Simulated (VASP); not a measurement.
# PtS2 (P-3m1) in VASP: further runs, part 2 of 3

VASP 6.6.1.

### Step 3. Relaxation of cell and atoms, PBE

File INCAR:

```
SYSTEM = PtS2
  PREC = Accurate
  ENCUT = 600
  EDIFF = 1E-6
  ISMEAR = -1
  SIGMA = 0.05
  LREAL = .FALSE.
  LASPH = .TRUE.
  NELM = 80
  ALGO = Normal
  ISIF = 3
  LWAVE = .FALSE.
  LCHARG = .FALSE.
  GGA = PE
  IBRION = 2
  NSW = 80
  EDIFFG = -0.05
```

File KPOINTS:

```
Automatic mesh
0
G
  9 9 6
  0 0 0
```

File POSCAR:

```
PtS2
1.0
    3.5432000000      0.0000000000      0.0000000000
   -1.7716000000      3.0685012107      0.0000000000
    0.0000000000      0.0000000000      5.0388000000
Pt S
1 2
Direct
    0.0000000000      0.0000000000      0.0000000000
    0.3333333333      0.6666666667      0.2270000000
    0.6666666667      0.3333333333      0.7730000000
```

Potentials or basis: VASP PAW PBE potentials, release 64 (Pt, S).

On the command line:

```
$ cat potpaw_PBE.64/Pt/POTCAR potpaw_PBE.64/S/POTCAR > POTCAR
$ mpirun -np 1 vasp_std > vasp.out
```

OUTCAR:

```text
SYSTEM = PtS2
   PREC = Accurate
   ENCUT = 600
   EDIFF = 1E-6
   ISMEAR = -1
   LREAL = .FALSE.
   LASPH = .TRUE.
   NELM = 80
   ISIF = 3
   GGA = PE
   IBRION = 2
   NSW = 80
   EDIFFG = -0.05

 ion  position               nearest neighbor table
   1  0.000  0.000  0.000-   2 2.34   3 2.34   3 2.34   2 2.34   3 2.34   2 2.34
   2  0.333  0.667  0.227-   1 2.34   1 2.34   1 2.34
   3  0.667  0.333  0.773-   1 2.34   1 2.34   1 2.34

  LATTYP: Found a hexagonal cell.
 ALAT       =     3.5432000000
 C/A-ratio  =     1.4221043125

  Lattice vectors:

 A1 = (   3.5432000000,   0.0000000000,   0.0000000000)
 A2 = (  -1.7716000000,   3.0685012107,   0.0000000000)
 A3 = (   0.0000000000,   0.0000000000,   5.0388000000)

Analysis of symmetry for initial positions (statically):
=====================================================================
 Subroutine PRICEL returns:
 Original cell was already a primitive cell.

 Routine SETGRP: Setting up the symmetry group for a
 hexagonal supercell.

 Subroutine GETGRP returns: Found 12 space group operations
 (whereof 12 operations were pure point group operations)
 out of a pool of 24 trial point group operations.

The static configuration has the point symmetry D_3d.

Analysis of symmetry for dynamics (positions and initial velocities):
=====================================================================
 Subroutine PRICEL returns:
 Original cell was already a primitive cell.

 Routine SETGRP: Setting up the symmetry group for a
 hexagonal supercell.

 Subroutine GETGRP returns: Found 12 space group operations
 (whereof 12 operations were pure point group operations)
 out of a pool of 24 trial point group operations.

The dynamic configuration has the point symmetry D_3d.

 Subroutine INISYM returns: Found 12 space group operations
 (whereof 12 operations are pure point group operations),
 and found     1 'primitive' translations

----------------------------------------------------------------------------------------

                                     Primitive cell

  volume of cell :      54.7834

  direct lattice vectors                    reciprocal lattice vectors
     3.543200000  0.000000000  0.000000000     0.282230752  0.162946001  0.000000000
    -1.771600000  3.068501211  0.000000000     0.000000000  0.325892001  0.000000000
     0.000000000  0.000000000  5.038800000     0.000000000  0.000000000  0.198459951

  length of vectors
     3.543200000  3.543200000  5.038800000     0.325892001  0.325892001  0.198459951

  position of ions in fractional coordinates (direct lattice)
     0.000000000  0.000000000  0.000000000
     0.333333333  0.666666667  0.227000000
     0.666666667  0.333333333  0.773000000

  ion indices of the primitive-cell ions
   primitive index   ion index
                 1           1
                 2           2
                 3           3

----------------------------------------------------------------------------------------

 KPOINTS: Automatic mesh

Automatic generation of k-mesh.
 Grid dimensions read from file:
 generate k-points for:    9    9    6

 Generating k-lattice:

  Cartesian coordinates                     Fractional coordinates (reciprocal lattice)
     0.031358972  0.018105111  0.000000000     0.111111111  0.000000000  0.000000000
     0.000000000  0.036210222  0.000000000     0.000000000  0.111111111  0.000000000
     0.000000000  0.000000000  0.033076658     0.000000000  0.000000000  0.166666667

  Length of vectors
     0.036210222  0.036210222  0.033076658

  Shift w.r.t. Gamma in fractional coordinates (k-lattice)
     0.000000000  0.000000000  0.000000000

 Subroutine IBZKPT returns following result:
 ===========================================

 Found     62 irreducible k-points:

 Following reciprocal coordinates:
            Coordinates               Weight
  0.000000  0.000000  0.000000      1.000000
  0.111111 -0.000000  0.000000      6.000000
  0.222222  0.000000  0.000000      6.000000
  0.333333  0.000000  0.000000      6.000000
  0.444444  0.000000  0.000000      6.000000
  0.111111  0.111111  0.000000      6.000000
[... 16 lines left out ...]
  0.222222  0.111111  0.166667     12.000000
 -0.111111  0.333333  0.166667     12.000000
 [... further k-points ...]
   k-points           NKPTS =     62   k-points in BZ     NKDIM =     62   number of bands    NBANDS=     15
   number of dos      NEDOS =    301   number of ions     NIONS =      3
   total plane-waves  NPLWV =  31360
   dimension x,y,z NGX =    28 NGY =   28 NGZ =   40
   dimension x,y,z NGXF=    56 NGYF=   56 NGZF=   80
   ions per type =               1   2
   NGX,Y,Z   is equivalent  to a cutoff of  13.14, 13.14, 13.20 a.u.
   NGXF,Y,Z  is equivalent  to a cutoff of  26.28, 26.28, 26.39 a.u.
 SYSTEM =  PtS2
   PREC   = accura    normal or accurate (medium, high low for compatibility)
   ISTART =      0    job   : 0-new  1-cont  2-samecut
   ICHARG =      2    charge: 1-file 2-atom 10-const
   ISPIN  =      1    spin polarized calculation?
   LNONCOLLINEAR =      F non collinear calculations
   LSORBIT =      F    spin-orbit coupling
   LASPH  =      T    aspherical Exc in radial PAW
   ENCUT  =  600.0 eV  44.10 Ry    6.64 a.u.   7.08  7.08 10.06*2*pi/ulx,y,z
   NELM   =     80;   NELMIN=  2; NELMDL= -5     # of ELM steps
   EDIFF  = 0.1E-05   stopping-criterion for ELM
   LREAL  =      F    real-space projection
   EDIFFG = -.5E-01   stopping-criterion for IOM
   NSW    =     80    number of steps for IOM
   IBRION =      2    ionic relax: 0-MD 1-quasi-New 2-CG
   NFREE  =      1    steps in history (QN), initial steepest desc. (CG)
   ISIF   =      3    stress and relaxation
   ISYM   =      2    0-nonsym 1-usesym 2-fastsym
   POTIM  = 0.5000    time-step for ionic-motion
   TEBEG  =    0.0;   TEEND  =   0.0 temperature during run
   PSTRESS=    0.0 pullay stress
   NELECT =      22.0000    total number of electrons
   NUPDOWN=      -1.0000    fix difference up-down
   EMIN   =  10.00;   EMAX   =-10.00  energy-range for DOS
   EFERMI =   0.00;   METHOD = LEGACY
   ISMEAR =    -1;   SIGMA  =   0.05  broadening in eV -4-tet -1-fermi 0-gaus
   EFERMI_NEDOS =   21; number of points for ismear=-14 and -15
   IALGO  =     38    algorithm
   IMIX   =      4    mixing-type and parameters
     AMIX     =   0.40;   BMIX     =  1.00
     AMIX_MAG =   1.60;   BMIX_MAG =  1.00
  volume/ion in A,a.u.               =      18.26       123.23
  Fermi-wavevector in a.u.,A,eV,Ry     =   1.207812  2.282434 19.848315  1.458810
  Thomas-Fermi vector in A             =   2.343439
   LORBIT       =      0    0 simple, 1 ext, 2 COOP (PROOUT), +10 PAW based schemes
   GGA     = PE    functional components
   LHFCALC =     F    Hartree Fock is set to
   AEXX    =    0.0000 exact exchange contribution
   IVDW    =     0    specifies the selected vdW correction
   LEPSILON=     F    determine dielectric tensor
   LRPA    =     F    only Hartree local field effects (RPA)
 conjugate gradient relaxation of ions
 non-spin polarized calculation
  energy-cutoff  :      600.00
  volume of cell :       54.78
 maximum number of plane-waves:      1863
   NGX = 15   NGY = 15   NGZ = 21

--------------------------------------- Ionic step        1  -------------------------------------------

 number of electron      22.0000001 magnetization

 Free energy of the ion-electron system (eV)
  ---------------------------------------------------
  ext. energy  EPLUGINS =         0.00000000
  ---------------------------------------------------
  free energy    TOTEN  =       -15.27202353 eV

  energy without entropy =      -15.27201979  energy(sigma->0) =      -15.27202166

------------------------ aborting loop because EDIFF is reached ----------------------------------------

  FORCE on cell =-STRESS in cart. coord.  units (eV):
  Direction    XX          YY          ZZ          XY          YZ          ZX
  --------------------------------------------------------------------------------------
  -------------------------------------------------------------------------------------
  Total        3.9742071      3.9742071      3.4673150      0.0000000     -0.0000000      0.0000000
  in kB      116.2283285    116.2283285    101.4039308      0.0000000     -0.0000000      0.0000000
  external PRESSURE =     111.2868626 kB  Pullay stress =       0.0000000 kB
[... 965 lines left out ...]
      4      -1.3122      2.00000
      5      -0.7199      2.00000
      6      -0.1834      2.00000
      7       0.4244      2.00000
      8       1.7619      2.00000
      9       3.0254      2.00000
     10       3.2195      2.00000
     11       4.0407      2.00000
     12       5.7029      0.00000
     13       6.3883      0.00000
     14      10.4671      0.00000
     15      12.2103      0.00000

 [... further k-points ...]

[... ionic steps 4 to 17 ...]

--------------------------------------- Ionic step       18  -------------------------------------------

 number of electron      21.9999995 magnetization

------------------------ aborting loop because EDIFF is reached ----------------------------------------
[... 69 lines left out ...]
--------------------------------------- Ionic step       20  -------------------------------------------

 number of electron      22.0000001 magnetization

 Free energy of the ion-electron system (eV)
  ---------------------------------------------------
  ext. energy  EPLUGINS =         0.00000000
  ---------------------------------------------------
  free energy    TOTEN  =       -15.46038513 eV

  energy without entropy =      -15.46038508  energy(sigma->0) =      -15.46038511

 E-fermi :   4.2392     XC(G=0):  -9.1135

 val. band max:        3.4558974450   @ k =   0.0000   0.2222   0.1667
 cond. band min:       4.9430245644   @ k =   0.0000   0.2222   0.3333
 fundamental gap:      1.4871271195
 Fermi energy:         4.2391743414
[... 462 lines left out ...]
  FREE ENERGIE OF THE ION-ELECTRON SYSTEM (eV)
  ---------------------------------------------------
  free  energy   TOTEN  =       -15.4603851315 eV

  energy  without entropy=      -15.4603850801  energy(sigma->0) =      -15.46038511

 reached required accuracy - stopping structural energy minimisation
```

CONTCAR:

```text
PtS2
   1.00000000000000
     3.5765691959133723   -0.0000000000000001   -0.0000000000000000
    -1.7882845979566862    3.0973997820651089   -0.0000000000000004
     0.0000000000000000    0.0000000000000019    6.2640098614972066
  Pt              S
     1     2
Direct
     0.0000000000000000    0.0000000000000000    0.0000000000000000
     0.3333333332999970    0.6666666667000030    0.1952633975845039
     0.6666666667000030    0.3333333332999970    0.8047366024154958

  0.00000000E+00  0.00000000E+00  0.00000000E+00
  0.00000000E+00  0.00000000E+00  0.00000000E+00
  0.00000000E+00  0.00000000E+00  0.00000000E+00
```

Wall time 12 min (1 thread of Intel Xeon 8259CL, shared host); peak memory 0.23 GiB.

Results:

* Free energy: -15.4604 eV
* Relaxed volume: 23.13 Å³/atom
* Relaxed cell: a = 3.577 Å, b = 3.577 Å, c = 6.264 Å, α = 90.00°, β = 90.00°, γ = 120.00°
* Space group after relaxing (to 0.1 Å): P-3m1 (No. 164)
* Energy gained by relaxing: 62.8 meV/atom
* Ionic steps: 20
* Pressure after relaxing: 0.0 GPa
* Largest force after relaxing: 0.014 eV/Å
* Band gap on the k mesh: 1.49 eV (least direct gap 1.53 eV)

Forces on the atoms (eV/Å):
```
Pt   0.000  0.000  0.000
S    0.000  0.000  0.014
S    0.000  0.000 -0.014
```

The path:
```
step  energy change (eV)  largest force (eV/Å)  pressure (GPa)  volume (Å³)
   1              0.0000                1.2131           11.13        54.78
   2              0.2407                1.3973          -12.59        65.47
   3             -0.1406                0.0194           -0.42        58.46
   4             -0.1408                0.0557           -0.07        58.33
   5             -0.1408                0.0758            0.11        58.25
   6             -0.1481                0.0028            0.19        58.34
   7             -0.1527                0.1625            0.35        58.49
   8             -0.1529                0.1401            0.32        58.47
   9             -0.1558                0.1540            0.11        58.88
  10             -0.1628                0.1910           -0.49        60.11
  11             -0.1707                0.2513           -1.49        62.59
  12             -0.1717                0.2383           -1.40        62.65
  13             -0.1745                0.1989           -1.10        62.82
  14             -0.1787                0.1172           -0.46        63.17
  15             -0.1819                0.0595            0.86        63.84
  16             -0.1828                0.0655            0.85        64.27
  17             -0.1849                0.0896            0.87        65.56
  18             -0.1858                0.1591            1.10        68.12
  19             -0.1880                0.0408           -0.44        69.88
  20             -0.1884                0.0143           -0.04        69.39
```

Final structure:
```cif
data_structure
_symmetry_space_group_name_H-M 'P 1'
_symmetry_Int_Tables_number 1
_cell_length_a 3.5766
_cell_length_b 3.5766
_cell_length_c 6.2640
_cell_angle_alpha 90.000
_cell_angle_beta 90.000
_cell_angle_gamma 120.000
_cell_volume 69.39
loop_
_atom_site_label
_atom_site_type_symbol
_atom_site_fract_x
_atom_site_fract_y
_atom_site_fract_z
_atom_site_occupancy
Pt1 Pt 0.00000 0.00000 0.00000 1
S1 S 0.33333 0.66667 0.19526 1
S2 S 0.66667 0.33333 0.80474 1
```

Caveat: the volume moved by over 15 % at a fixed basis, so the end points are rough; spin-orbit coupling is left out, which moves the levels of the heavy elements; an odd mesh through Γ misses points on the zone boundary, where band edges can lie; this functional lacks dispersion, which binds the layers, so the pressure and a relaxed spacing across them are unreliable. PBE gaps usually lie below the measured ones, often by a third to a half.

(Continued in part 3 of 3.)
